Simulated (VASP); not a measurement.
Set up this calculation in VASP 6.6.1, as the native input.

- Task: single point
- Functional: PBE
- Potentials or basis: VASP PAW PBE potentials, release 64 (Ge_d, W_sv, Cl)
- Cutoff: 520 eV
- k mesh: 4 × 4 × 4
- Occupations: gaussian, width 0.1 eV
- Spin: collinear spin
- Starting moments: [-0.01, 4.54, 0.04, 0.04, 0.04] μB
- Dipole correction: no
- Further INCAR settings: ALGO = Normal; EDIFF = 1e-06; NBANDS = 36

The structure of GeWCl3 lies in POSCAR:

```
GeWCl3
1.0
    4.8761748500      0.0000000000      0.0000000000
    0.0000000000      4.8761748500      0.0000000000
    0.0000000000      0.0000000000      4.8768096200
Ge W Cl
1 1 3
Direct
    0.0000000000      0.0000000000      0.4866651000
    0.5000000000      0.5000000000      0.9920643000
    0.5000000000      0.0000000000      0.4863043100
    0.0000000000      0.0000000000      0.9866249600
    0.0000000000      0.5000000000      0.4863043100
```

The cell was generated, and may not be a known phase.

The input as run:

INCAR

```
SYSTEM = GeWCl3
PREC = Accurate
ENCUT = 520
EDIFF = 1E-6
ISMEAR = 0
SIGMA = 0.1
LREAL = .FALSE.
LASPH = .TRUE.
NELM = 150
ALGO = Normal
ISIF = 2
LWAVE = .FALSE.
LCHARG = .FALSE.
ISPIN = 2
MAGMOM = -0.01 4.54 0.04 0.04 0.04
LORBIT = 11
LMAXMIX = 4
GGA = PE
NBANDS = 36
```

KPOINTS

```
Automatic mesh
0
G
  4 4 4
  0 0 0
```

Potentials or basis: VASP PAW PBE potentials, release 64 (Ge_d, W_sv, Cl).

Run with:

```console
$ cat potpaw_PBE.64/Ge_d/POTCAR potpaw_PBE.64/W_sv/POTCAR potpaw_PBE.64/Cl/POTCAR > POTCAR
$ mpirun -np 1 vasp_std > vasp.out
```

Results of the run:

```yaml
Pressure: 6.3 GPa
Largest_force: 0.009 eV/Å
Net_moment: 5.16 μB per cell
Site_moments: Ge -0.01; W +3.63; Cl +0.03 μB
Valence_electrons_inside_the_program's_atomic_spheres: Ge 12.19; W 11.68; Cl 5.11
```

Caveat: the cell stands under pressure.

Run time: 50 s on 1 thread of Intel(R) Xeon(R) 6975P-C (Granite Rapids), with other jobs on the host, peak memory 0.3 GiB.
